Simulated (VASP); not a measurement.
TiAl, 2 atoms in the cell. It takes space group Pm-3m (No. 221, cubic). The conventional cell has a = 3.158 Å, b = 3.158 Å, c = 3.158 Å, α = 90.00°, β = 90.00°, γ = 90.00°. Within 3.6 Å of Ti (site symmetry m-3m) lie 8 Al at 2.73 Å and 6 Ti at 3.16 Å. Within 3.6 Å of Al (site symmetry m-3m) lie 8 Ti at 2.73 Å and 6 Al at 3.16 Å. 

| Item | Value |
| --- | --- |
| Program | VASP 6.6.1 |
| Task | single point |
| Functional | PBE0 |
| Potentials or basis | VASP PAW PBE potentials, release 64 (Ti_sv, Al) |
| Cutoff | 520 eV |
| k mesh | 6 × 6 × 6 |
| Occupations | fermi-dirac, width 0.05 eV |
| Spin | no spin polarisation |
| Dipole correction | no |
| Grid for exact exchange (PRECFOCK) | Normal |
| Further INCAR settings | ALGO = Normal; EDIFF = 1e-06; NBANDS = 14 |
| Share of exact exchange | 0.25 |

Potentials or basis: VASP PAW PBE potentials, release 64 (Ti_sv, Al).

Command:

```sh
$ cat potpaw_PBE.64/Ti_sv/POTCAR potpaw_PBE.64/Al/POTCAR > POTCAR
$ cp INCAR.step1 INCAR
$ mpirun -np 1 vasp_std > vasp.out
$ cp INCAR.step2 INCAR
$ mpirun -np 1 vasp_std > vasp.out
```

Hardware: 1 thread of AMD EPYC 7R13 (shared host).

Question: Estimate the wall time of this run.

Answer: Wall time 47 min on 1 thread of AMD EPYC 7R13 (shared host), peak memory 0.13 GiB. Counts: k points 20.
